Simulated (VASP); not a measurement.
Input of a VASP 6.6.1 run:

The input POSCAR:

```
Al15CdN15
1.0
    6.2595139128      0.0000000578      0.0000000000
   -3.1297570064      5.4208980350      0.0000000000
    0.0000000000      0.0000000000     10.0348065929
Al Cd N
15 1 15
Direct
    0.3322701658      0.1690879008      0.1877054376
    0.3375370930      0.1634744910      0.7613720192
    0.1616873844      0.3403317070      0.9952248257
    0.3370462938      0.6758561097      0.2465099085
    0.1457532093      0.7878454381      0.5122406184
    0.3403966755      0.6660002378      0.7542303886
    0.1588904063      0.8223349664      0.9980035645
    0.8256120905      0.1644387985      0.2464487021
    0.7145827530      0.3562243754      0.5123477938
    0.8355096716      0.1608298112      0.7543587980
    0.6794388893      0.3429192881      0.9982859128
    0.8308170009      0.6703959257      0.2484808663
    0.6636745088      0.8383325506      0.5037357515
    0.8315862359      0.6700301001      0.7534678168
    0.6667416926      0.8348172623      1.0014046626
    0.1823510913      0.3201539436      0.4937827418
    0.1638500534      0.3377153594      0.1910192760
    0.3339313180      0.1679221198      0.9551399409
    0.1743222719      0.3266585316      0.7092600395
    0.3494455493      0.7042933478      0.4324971345
    0.1612206678      0.8297301456      0.1892245473
    0.3342166779      0.6719068116      0.9412954804
    0.1707002158      0.8324968557      0.6933396778
    0.7978507707      0.1524171951      0.4324463366
    0.6713782986      0.3398837312      0.1893210255
    0.8297962685      0.1676477093      0.9414976635
    0.6685805242      0.3305008453      0.6934170025
    0.8305718238      0.6708296133      0.4416264885
    0.6678740324      0.8334752469      0.1885110438
    0.8311145465      0.6705247195      0.9392802296
    0.6690080853      0.8323303106      0.6910662243
```

The input INCAR.step1:

```
PREC = Accurate
ENCUT = 520
EDIFF = 1E-5
ISMEAR = -1
SIGMA = 0.01
LREAL = Auto
LASPH = True
NELM = 120
ALGO = Normal
ISIF = 2
LWAVE = True
LCHARG = False
GGA = PE
NELECT = 130.0
NBANDS = 87
GGA_COMPAT = False
ISYM = -1
```

INCAR.step2

```
PREC = Accurate
ENCUT = 520
EDIFF = 1E-6
ISMEAR = -1
SIGMA = 0.01
LREAL = Auto
LASPH = True
NELM = 120
ALGO = Normal
ISIF = 2
LWAVE = False
LCHARG = False
GGA = PE
LHFCALC = True
HFSCREEN = 0.2079
PRECFOCK = Fast
ISTART = 1
NELECT = 130.0
NBANDS = 87
GGA_COMPAT = False
ISYM = -1
```

KPOINTS

```
explicit points
1
Reciprocal
  0.25000000   0.25000000   0.25000000 1
```

Potentials or basis: VASP PAW PBE potentials, release 64 (Al, Cd, N).

The run is started by

```console
$ cat potpaw_PBE.64/Al/POTCAR potpaw_PBE.64/Cd/POTCAR potpaw_PBE.64/N/POTCAR > POTCAR
$ cp INCAR.step1 INCAR
$ mpirun -np 1 vasp_std > vasp.out
$ cp INCAR.step2 INCAR
$ mpirun -np 1 vasp_std > vasp.out
```

(1) Estimate the largest force.

## Answers

(1) 0.344 eV/Å.

Caveat: the cell carries a net charge on a neutralising background, which shifts energy and pressure; the PAW data sets were made with another functional, which shifts forces and pressure a little.
